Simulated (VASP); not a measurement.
# SrCdSiS4 (Ama2) in VASP: notebook

Runs on SrCdSiS4. Level: PBEsol. Tasks: relaxation of cell and atoms.

All numbers are computed with VASP 6.6.1; they aren't measurements. Logs are shortened: lines on timing, memory, paths and dates and some standing lists are left out, and cuts for length are marked.

## Step 1: The cell of the first run

Symmetry: Ama2, No. 40, orthorhombic system. The conventional cell has a = 10.282 Å, b = 10.155 Å, c = 6.370 Å, α = 90.00°, β = 90.00°, γ = 90.00°. Within 4.0 Å of Sr (site symmetry 2) lie 8 S at 3.02 to 3.16 Å and 2 Si at 3.85 Å. Within 3.2 Å of Cd (site symmetry m) lie 4 S at 2.44 to 2.65 Å and 1 Si at 3.12 Å. Within 2.8 Å of Si (site symmetry m) lie 4 S at 2.11 to 2.14 Å. S (site symmetry 1) has 1 Si at 2.14 Å and 1 Cd at 2.59 Å within 2.8 Å. Within 2.8 Å of S (site symmetry m) lie 1 Si at 2.14 Å and 1 Cd at 2.44 Å. Within 2.8 Å of S (site symmetry m) lie 1 Si at 2.11 Å and 1 Cd at 2.65 Å.

## Step 2: Relaxation of cell and atoms, PBEsol

File INCAR:

```
PREC     = Accurate       # precision mode
ENCUT    = 600            # plane-wave cutoff, eV
EDIFF    = 1E-6           # SCF threshold, eV
ISMEAR   = 0              # smearing method
SIGMA    = 0.03           # smearing width, eV
LREAL    = False          # projectors in reciprocal space
LASPH    = True           # aspherical terms in the spheres
NELM     = 80             # most SCF steps
ALGO     = Normal         # electronic algorithm
ISIF     = 3              # what is computed and relaxed
LWAVE    = False          # write WAVECAR
LCHARG   = False          # write CHGCAR
GGA      = PS             # functional
IBRION   = 2              # ionic algorithm
NSW      = 90             # ionic steps
EDIFFG   = -0.01          # ionic threshold
KPAR     = 4
```

File KPOINTS:

```
Automatic mesh
0
Gamma
  4 6 6
```

File POSCAR:

```
SrCdSiS4
1.0
   10.2821000000      0.0000000000      0.0000000000
    0.0000000000      5.0775500000      3.1849500000
    0.0000000000     -5.0775500000      3.1849500000
Sr Cd Si S
2 2 2 8
Direct
    0.0000000000      0.0000000000      0.0000000000
    0.5000000000      0.0000000000      0.0000000000
    0.7500000000      0.2738600000      0.6121400000
    0.2500000000      0.6121400000      0.2738600000
    0.7500000000      0.7057000000      0.2701000000
    0.2500000000      0.2701000000      0.7057000000
    0.4166000000      0.4641000000      0.9133000000
    0.5834000000      0.9133000000      0.4641000000
    0.0834000000      0.4641000000      0.9133000000
    0.9166000000      0.9133000000      0.4641000000
    0.7500000000      0.7091000000      0.9147000000
    0.2500000000      0.9147000000      0.7091000000
    0.7500000000      0.3282000000      0.1958000000
    0.2500000000      0.1958000000      0.3282000000
```

Potentials or basis: VASP PAW PBE potentials, release 64 (Sr_sv, Cd, Si, S).

The run is started by

```
cat potpaw_PBE.64/Sr_sv/POTCAR potpaw_PBE.64/Cd/POTCAR potpaw_PBE.64/Si/POTCAR potpaw_PBE.64/S/POTCAR > POTCAR
mpirun -np 4 vasp_std > vasp.out
```

OUTCAR:

```text
PREC = Accurate
   ENCUT = 600
   EDIFF = 1E-6
   ISMEAR = 0
   LREAL = False
   LASPH = True
   NELM = 80
   ISIF = 3
   GGA = PS
   IBRION = 2
   NSW = 90
   EDIFFG = -0.01

 ion  position               nearest neighbor table
   1  0.000  0.000  0.000-  11 3.02  12 3.02  13 3.14  14 3.14  10 3.14   9 3.14   9 3.16  10 3.16
                             5 3.85   6 3.85   4 4.19   3 4.19   3 4.25   4 4.25
   2  0.500  0.000  0.000-  11 3.02  12 3.02  13 3.14  14 3.14   8 3.14   7 3.14   7 3.16   8 3.16
                             5 3.85   6 3.85   4 4.19   3 4.19   3 4.25   4 4.25
   3  0.750  0.274  0.612-  11 2.44  10 2.59   8 2.59  13 2.65   5 3.12   2 4.19   1 4.19   2 4.25
                             1 4.25
   4  0.250  0.612  0.274-  12 2.44   9 2.59   7 2.59  14 2.65   6 3.12   1 4.19   2 4.19   2 4.25
                             1 4.25
   5  0.750  0.706  0.270-  13 2.11  10 2.14   8 2.14  11 2.14   3 3.12   1 3.85   2 3.85
   6  0.250  0.270  0.706-  14 2.11   9 2.14   7 2.14  12 2.14   4 3.12   1 3.85   2 3.85
   7  0.417  0.464  0.913-   6 2.14   4 2.59   2 3.14   2 3.16
   8  0.583  0.913  0.464-   5 2.14   3 2.59   2 3.14   2 3.16
   9  0.083  0.464  0.913-   6 2.14   4 2.59   1 3.14   1 3.16
  10  0.917  0.913  0.464-   5 2.14   3 2.59   1 3.14   1 3.16
  11  0.750  0.709  0.915-   5 2.14   3 2.44   1 3.02   2 3.02
  12  0.250  0.915  0.709-   6 2.14   4 2.44   1 3.02   2 3.02
  13  0.750  0.328  0.196-   5 2.11   3 2.65   1 3.14   2 3.14
  14  0.250  0.196  0.328-   6 2.11   4 2.65   1 3.14   2 3.14

  LATTYP: Found a base centered orthorhombic cell.
 ALAT       =     6.3699000000
 B/A-ratio  =     1.5942322485
 C/A-ratio  =     1.6141697672

  Lattice vectors:

 A1 = (   0.0000000000,   5.0775500000,   3.1849500000)
 A2 = (   0.0000000000,  -5.0775500000,   3.1849500000)
 A3 = (  10.2821000000,   0.0000000000,   0.0000000000)

Analysis of symmetry for initial positions (statically):
=====================================================================
 Subroutine PRICEL returns:
 Original cell was already a primitive cell.

 Routine SETGRP: Setting up the symmetry group for a
 base centered orthorhombic supercell.

 Subroutine GETGRP returns: Found  4 space group operations
 (whereof  2 operations were pure point group operations)
 out of a pool of  8 trial point group operations.

The static configuration has the point symmetry C_2 .
 The point group associated with its full space group is C_2v.

Analysis of symmetry for dynamics (positions and initial velocities):
=====================================================================
 Subroutine PRICEL returns:
 Original cell was already a primitive cell.
[... 158 lines left out ...]
   GGA     = PS    functional components
   LHFCALC =     F    Hartree Fock is set to
   AEXX    =    0.0000 exact exchange contribution
   IVDW    =     0    specifies the selected vdW correction
   LEPSILON=     F    determine dielectric tensor
   LRPA    =     F    only Hartree local field effects (RPA)
 conjugate gradient relaxation of ions
 non-spin polarized calculation
 Gauss-broadening in eV      SIGMA  =   0.03
  energy-cutoff  :      600.00
  volume of cell :      332.56
 maximum number of plane-waves:     11156
 NGX is ok and might be reduce to    84
   NGX = 41   NGY = 23   NGZ = 23

--------------------------------------- Ionic step        1  -------------------------------------------

 number of electron     100.0000006 magnetization

 Free energy of the ion-electron system (eV)
  ---------------------------------------------------
  ext. energy  EPLUGINS =         0.00000000
  ---------------------------------------------------
  free energy    TOTEN  =       -68.70885332 eV

  energy without entropy =      -68.70885332  energy(sigma->0) =      -68.70885332

------------------------ aborting loop because EDIFF is reached ----------------------------------------

  FORCE on cell =-STRESS in cart. coord.  units (eV):
  Direction    XX          YY          ZZ          XY          YZ          ZX
  --------------------------------------------------------------------------------------
  -------------------------------------------------------------------------------------
  Total       -0.4852033     -0.6263906     -0.7251829      0.0000000      0.0000000      0.0000000
  in kB       -2.3375757     -3.0177774     -3.4937314      0.0000000      0.0000000      0.0000000
  external PRESSURE =      -2.9496948 kB  Pullay stress =       0.0000000 kB
[... 125 lines left out ...]
  FREE ENERGIE OF THE ION-ELECTRON SYSTEM (eV)
  ---------------------------------------------------
  free  energy   TOTEN  =       -68.7296628640 eV

  energy  without entropy=      -68.7296628640  energy(sigma->0) =      -68.72966286

[... ionic steps 4 to 14 ...]

--------------------------------------- Ionic step       15  -------------------------------------------

 number of electron     100.0000000 magnetization

------------------------ aborting loop because EDIFF is reached ----------------------------------------
[... 91 lines left out ...]
--------------------------------------- Ionic step       17  -------------------------------------------

 number of electron     100.0000001 magnetization

 Free energy of the ion-electron system (eV)
  ---------------------------------------------------
  ext. energy  EPLUGINS =         0.00000000
  ---------------------------------------------------
  free energy    TOTEN  =       -68.73659205 eV

  energy without entropy =      -68.73659205  energy(sigma->0) =      -68.73659205

 E-fermi :   2.7947     XC(G=0):  -9.3588

 val. band max:        2.6286605462   @ k =   0.0000   0.5000   0.5000
 cond. band min:       5.3450446793   @ k =   0.0000   0.0000   0.0000
 fundamental gap:      2.7163841331
 Fermi energy:         2.7947214657

 k-point     1 :       0.0000    0.0000    0.0000
  band No.  band energies     occupation
      1     -31.2500      2.00000
      2     -31.2492      2.00000
      3     -13.4542      2.00000
      4     -13.3535      2.00000
      5     -13.3348      2.00000
      6     -13.3292      2.00000
[... 1501 lines left out ...]
     59       7.5149      0.00000
     60       7.6271      0.00000

 [... further k-points ...]

------------------------ aborting loop because EDIFF is reached ----------------------------------------

  FORCE on cell =-STRESS in cart. coord.  units (eV):
  Direction    XX          YY          ZZ          XY          YZ          ZX
  --------------------------------------------------------------------------------------
  -------------------------------------------------------------------------------------
  Total        0.0141759      0.0074938     -0.0187619      0.0000000      0.0000000      0.0000000
  in kB        0.0694067      0.0366905     -0.0918598      0.0000000      0.0000000      0.0000000
  external PRESSURE =       0.0047458 kB  Pullay stress =       0.0000000 kB
[... 29 lines left out ...]
  FREE ENERGIE OF THE ION-ELECTRON SYSTEM (eV)
  ---------------------------------------------------
  free  energy   TOTEN  =       -68.7365920536 eV

  energy  without entropy=      -68.7365920536  energy(sigma->0) =      -68.73659205

 reached required accuracy - stopping structural energy minimisation
```

It took 57 min on 4 MPI ranks of Intel Xeon 6975P-C (Granite Rapids), shared host; peak memory 1.1 GiB.

Results:

* Free energy: -68.7366 eV
* Relaxed volume: 23.37 Å³/atom
* Relaxed cell: a = 10.259 Å, b = 5.952 Å, c = 5.952 Å, α = 115.79°, β = 90.00°, γ = 90.00°
* Space group after relaxing (to 0.1 Å): Ama2 (No. 40)
* Energy gained by relaxing: 2.0 meV/atom
* Ionic steps: 17
* Pressure after relaxing: 0.0 GPa
* Largest force after relaxing: 0.010 eV/Å
* Band gap on the k mesh: 2.72 eV (least direct gap 2.79 eV)

Forces on the atoms (eV/Å):
```
Sr   0.000  0.000 -0.002
Sr   0.000  0.000 -0.002
Cd   0.000  0.007  0.005
Cd   0.000 -0.007  0.005
Si   0.000  0.001  0.003
Si   0.000 -0.001  0.003
S   -0.002 -0.009 -0.003
S    0.002  0.009 -0.003
S    0.002 -0.009 -0.003
S   -0.002  0.009 -0.003
S    0.000  0.001  0.000
S    0.000 -0.001  0.000
S    0.000  0.005  0.002
S    0.000 -0.005  0.002
```

The path:
```tsv
step	energy change (eV)	largest force (eV/Å)	pressure (GPa)	volume (Å³)
1	0.0000	0.2832	-0.29	332.56
2	-0.0186	0.1349	-0.18	330.46
3	-0.0208	0.1659	-0.11	329.44
4	-0.0249	0.0877	0.00	327.73
5	-0.0253	0.0639	-0.03	328.13
6	-0.0261	0.0505	0.00	327.77
7	-0.0265	0.0683	0.09	327.00
8	-0.0266	0.0534	0.07	327.18
9	-0.0270	0.0277	0.01	327.25
10	-0.0271	0.0246	-0.05	327.32
11	-0.0272	0.0226	-0.03	327.30
12	-0.0273	0.0181	0.00	327.15
13	-0.0273	0.0270	0.04	327.00
14	-0.0274	0.0217	0.03	327.04
15	-0.0276	0.0168	0.01	327.15
16	-0.0277	0.0201	0.00	327.20
17	-0.0277	0.0099	0.00	327.24
```

Final structure:
```
Sr Cd Si S
1.0
    10.25880    0.00000    0.00000
     0.00000    5.04159    3.16350
     0.00000   -5.04159    3.16350
Sr Cd Si S
2 2 2 8
Direct
  0.00000 0.00223 0.00223
  0.50000 0.00223 0.00223
  0.75000 0.27325 0.60805
  0.25000 0.60805 0.27325
  0.75000 0.70655 0.27167
  0.25000 0.27167 0.70655
  0.41810 0.46570 0.91433
  0.58190 0.91433 0.46570
  0.08190 0.46570 0.91433
  0.91810 0.91433 0.46570
  0.75000 0.71308 0.91258
  0.25000 0.91258 0.71308
  0.75000 0.32325 0.19142
  0.25000 0.19142 0.32325
```

Caveat: the PAW data sets were made with another functional, which shifts forces and pressure a little.

## Step 3: Relaxation of cell and atoms, PBEsol

This run uses another cell than the first one, of 23.37 Å³/atom.

INCAR, as its differences from that of step 2:

```diff
@@ -2,3 +2,3 @@
 ENCUT    = 600            # plane-wave cutoff, eV
-EDIFF    = 1E-6           # SCF threshold, eV
+EDIFF    = 1E-7           # SCF threshold, eV
 ISMEAR   = 0              # smearing method
@@ -15,3 +15,3 @@
 NSW      = 90             # ionic steps
-EDIFFG   = -0.01          # ionic threshold
+EDIFFG   = -0.005         # ionic threshold
 KPAR     = 4
```

KPOINTS is that of step 2.

File POSCAR:

```
SrCdSiS4                                
1.0
   10.2587994176      0.0000000000      0.0000000000
    0.0000000000      5.0415867914      3.1634963931
    0.0000000000     -5.0415867914      3.1634963931
  Sr              Cd              Si              S             
     2     2     2     8
Direct
     0.0000000000000000    0.0022309090969298    0.0022309090969298
     0.5000000000000000    0.0022309090969298    0.0022309090969298
     0.7500000000000000    0.2732501935610784    0.6080540854377405
     0.2500000000000000    0.6080540854377405    0.2732501935610784
     0.7500000000000000    0.7065528956116000    0.2716726381535678
     0.2500000000000000    0.2716726381535678    0.7065528956116000
     0.4181019086454563    0.4657042929892126    0.9143297281699202
     0.5818980913545438    0.9143297281699202    0.4657042929892126
     0.0818980913545437    0.4657042929892126    0.9143297281699202
     0.9181019086454562    0.9143297281699202    0.4657042929892126
     0.7500000000000000    0.7130841424692740    0.9125806503788978
     0.2500000000000000    0.9125806503788978    0.7130841424692740
     0.7500000000000000    0.3232547923194593    0.1914207415562594
     0.2500000000000000    0.1914207415562594    0.3232547923194593
```

Potentials or basis: VASP PAW PBE potentials, release 64 (Sr_sv, Cd, Si, S).

The run is started by

```
cat potpaw_PBE.64/Sr_sv/POTCAR potpaw_PBE.64/Cd/POTCAR potpaw_PBE.64/Si/POTCAR potpaw_PBE.64/S/POTCAR > POTCAR
mpirun -np 4 vasp_std > vasp.out
```

It took 45 min on 4 MPI ranks of Intel Xeon 6975P-C (Granite Rapids), shared host; peak memory 1.1 GiB.

Results (log left out):

| Item | Value |
| --- | --- |
| Free energy | -68.7361 eV |
| Relaxed volume | 23.39 Å³/atom |
| Relaxed cell | a = 10.263 Å, b = 5.954 Å, c = 5.954 Å, α = 115.81°, β = 90.00°, γ = 90.00° |
| Space group after relaxing (to 0.1 Å) | Ama2 (No. 40) |
| Energy gained by relaxing | 0.0 meV/atom |
| Ionic steps | 17 |
| Pressure after relaxing | 0.0 GPa |
| Largest force after relaxing | 0.004 eV/Å |
| Band gap on the k mesh | 2.72 eV (least direct gap 2.80 eV) |

Forces in eV/Å, atoms in the order of the input:
```
Sr   0.000  0.000  0.003
Sr   0.000  0.000  0.003
Cd   0.000  0.003  0.001
Cd   0.000 -0.003  0.001
Si   0.000  0.000 -0.003
Si   0.000  0.000 -0.003
S    0.001  0.000  0.002
S   -0.001  0.000  0.002
S   -0.001  0.000  0.002
S    0.001  0.000  0.002
S    0.000  0.002 -0.003
S    0.000 -0.002 -0.003
S    0.000 -0.002 -0.003
S    0.000  0.002 -0.003
```

The path:
```tsv
step	energy change (eV)	largest force (eV/Å)	pressure (GPa)	volume (Å³)
1	0.0000	0.0099	0.00	327.24
2	0.0000	0.0080	0.01	327.24
3	-0.0001	0.0115	0.02	327.24
4	-0.0001	0.0107	0.02	327.28
5	-0.0001	0.0087	0.00	327.38
6	-0.0001	0.0111	-0.04	327.58
7	-0.0001	0.0099	-0.02	327.50
8	-0.0001	0.0077	-0.02	327.49
9	-0.0002	0.0156	0.00	327.46
10	-0.0002	0.0189	0.01	327.45
11	-0.0002	0.0128	0.00	327.47
12	-0.0003	0.0162	-0.01	327.51
13	-0.0003	0.0058	0.00	327.48
14	-0.0003	0.0065	0.00	327.47
15	-0.0003	0.0058	0.00	327.50
16	-0.0003	0.0055	-0.01	327.54
17	-0.0003	0.0039	0.00	327.50
```

Final structure:
```
Sr Cd Si S
1.0
    10.26308    0.00000    0.00000
     0.00000    5.04368    3.16344
     0.00000   -5.04368    3.16344
Sr Cd Si S
2 2 2 8
Direct
  0.00000 0.00165 0.00165
  0.50000 0.00165 0.00165
  0.75000 0.27438 0.60680
  0.25000 0.60680 0.27438
  0.75000 0.70753 0.27107
  0.25000 0.27107 0.70753
  0.41800 0.46492 0.91544
  0.58200 0.91544 0.46492
  0.08200 0.46492 0.91544
  0.91800 0.91544 0.46492
  0.75000 0.71387 0.91192
  0.25000 0.91192 0.71387
  0.75000 0.32428 0.19053
  0.25000 0.19053 0.32428
```

Levels at points of the mesh, in eV from the valence-band top:
| k point | band 48 | band 49 | band 50 | band 51 | band 52 | band 53 |
| --- | --- | --- | --- | --- | --- | --- |
| (0.00, 0.00, 0.00) | -0.53 | -0.51 | -0.40 | 2.72 | 3.49 | 3.76 |
| (0.50, 0.00, 0.00) | -0.78 | -0.53 | -0.53 | 3.27 | 3.27 | 3.84 |
| (0.00, 0.50, 0.00) | -0.69 | -0.61 | -0.45 | 2.72 | 3.37 | 3.81 |
| (0.50, 0.50, 0.00) | -0.67 | -0.56 | -0.45 | 2.86 | 3.40 | 3.72 |
| (0.00, 0.50, 0.50) | -0.38 | -0.14 | 0.00 | 2.80 | 3.50 | 3.81 |
| (0.50, 0.50, 0.50) | -0.62 | -0.15 | -0.15 | 3.22 | 3.22 | 4.10 |

Caveat: the PAW data sets were made with another functional, which shifts forces and pressure a little. A k mesh can miss the band edges.
